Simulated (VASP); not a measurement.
Set up this calculation in VASP 6.6.1, as the native input.

- Task: single point
- Functional: PBE
- Potentials or basis: VASP PAW PBE potentials, release 64 (Ca_sv)
- Cutoff: 520 eV
- k mesh: 11 × 11 × 11
- Occupations: fermi-dirac, width 0.05 eV
- Spin: no spin polarisation
- Dipole correction: no
- Further INCAR settings: ALGO = Normal; EDIFF = 1e-06; NBANDS = 11

The structure of Ca lies in POSCAR:

```
Ca
1.0
    0.0000000000      2.8780260000      2.7942000000
    2.8780260000      0.0000000000      2.7942000000
    2.8780260000      2.8780260000      0.0000000000
Ca
1
Direct
    0.0000000000      0.0000000000      0.0000000000
```

This cell differs from its parent crystal: x and y stretched by +3 %, z held.

One way to write it, as run:

INCAR

```
ALGO     = Normal         # electronic algorithm
EDIFF    = 1E-6           # SCF threshold, eV
ENCUT    = 520            # plane-wave cutoff, eV
GGA      = PE             # functional
ISIF     = 2              # what is computed and relaxed
ISMEAR   = -1             # smearing method
LASPH    = T              # aspherical terms in the spheres
LCHARG   = T              # write CHGCAR
LELF     = T              # ELF
LREAL    = F              # projectors in reciprocal space
LVHAR    = T            
LWAVE    = F              # write WAVECAR
NBANDS   = 11             # bands
NELM     = 80             # most SCF steps
PREC     = Accurate       # precision mode
SIGMA    = 0.05           # smearing width, eV
```

KPOINTS

```
k-points
0
Gamma
  11 11 11
```

Potentials or basis: VASP PAW PBE potentials, release 64 (Ca_sv).

The run is started by

```sh
$ cat potpaw_PBE.64/Ca_sv/POTCAR > POTCAR
$ mpirun -np 1 vasp_std > vasp.out
```

Results of the run:

```
Pressure               : -1.4 GPa
Band gap on the k mesh : zero (band 5 reaches 1.80 eV, above the bottom of band 6 at 1.44 eV)
```

Caveat: the cell differs from its parent crystal (x and y stretched by +3 %, z held).

It took 38 s on 1 thread of AMD EPYC 7R13 Processor (Zen 3), with other jobs on the host, peak memory 0.18 GiB.
